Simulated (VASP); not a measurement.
Crystal: CaO.

```
Ca O
1.0
     0.00000    2.60673    2.60673
     2.60673    0.00000    2.60673
     2.60673    2.60673    0.00000
Ca O
1 1
Direct
  0.00000 0.00000 0.00000
  0.25000 0.25000 0.25000
```

Base run:

| Property | Result |
| --- | --- |
| Program | VASP 6.6.1 |
| Functional | PBE |
| Potentials or basis | VASP PAW PBE potentials, release 64 (Ca_sv, O) |
| Cutoff | 520 eV |
| k mesh | 6 × 6 × 6 |
| Occupations | gaussian, width 0.01 eV |
| Spin | no spin polarisation |

Its results: band gap on the k mesh 3.33 eV, indirect (least direct gap 3.95 eV); pressure 1.9 GPa.

**Question.** The run is repeated on the same cell with these changes: functional from PBE to r2SCAN. What comes out?

**Answer.** Band gap on the k mesh 3.73 eV, indirect (least direct gap 4.36 eV); pressure 0.9 GPa.

r2SCAN gives the wider gap, since meta-GGAs in the generalised Kohn-Sham scheme recover part of the derivative discontinuity.

Caveats: the PAW data sets were made with another functional, which shifts forces and pressure a little (some runs).

A k mesh can miss the band edges.
